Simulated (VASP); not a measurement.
Input of a VASP 6.6.1 run:

INCAR

```
PREC = Accurate ; ENCUT = 520
EDIFF = 1E-6 ; ISMEAR = -1
SIGMA = 0.1 ; LREAL = F
LASPH = T ; NELM = 150
ALGO = Normal ; ISIF = 2
LWAVE = F ; LCHARG = F
ISPIN = 2 ; MAGMOM = 0.79 0.27 0.27
LORBIT = 11 ; NUPDOWN = 1.3
LMAXMIX = 4 ; NBANDS = 22
```

The input KPOINTS:

```
Automatic mesh
0
Gamma
  12 12 7
```

File POSCAR:

```
NiO2
1.0
    2.7987820000      0.0000000000      0.0000000000
   -1.3993910000      2.4238163117      0.0000000000
    0.0000000000      0.0000000000      4.6182730000
Ni O
1 2
Direct
    0.0000000000      0.0000000000      0.5000000000
    0.6666670000      0.3333330000      0.7060390000
    0.3333330000      0.6666670000      0.2939610000
```

Potentials or basis: VASP PAW LDA potentials, release 64 (Ni, O).

Run with:

```sh
$ cat potpaw_LDA.64/Ni/POTCAR potpaw_LDA.64/O/POTCAR > POTCAR
$ mpirun -np 1 vasp_std > vasp.out
```

Task: What does it give for the largest force?

Result: 0.415 eV/Å.

Task: What does it give for the pressure?

Result: -3.1 GPa.

Stress tensor (GPa, compression positive):
```
-0.65  0.00  0.00
 0.00 -0.65  0.00
 0.00  0.00 -7.88
```

Caveat: the cell stands under tension; the total moment is fixed, so each spin has its own Fermi level; a cell with one magnetic atom can't hold antiferromagnetic order, which such compounds often take.
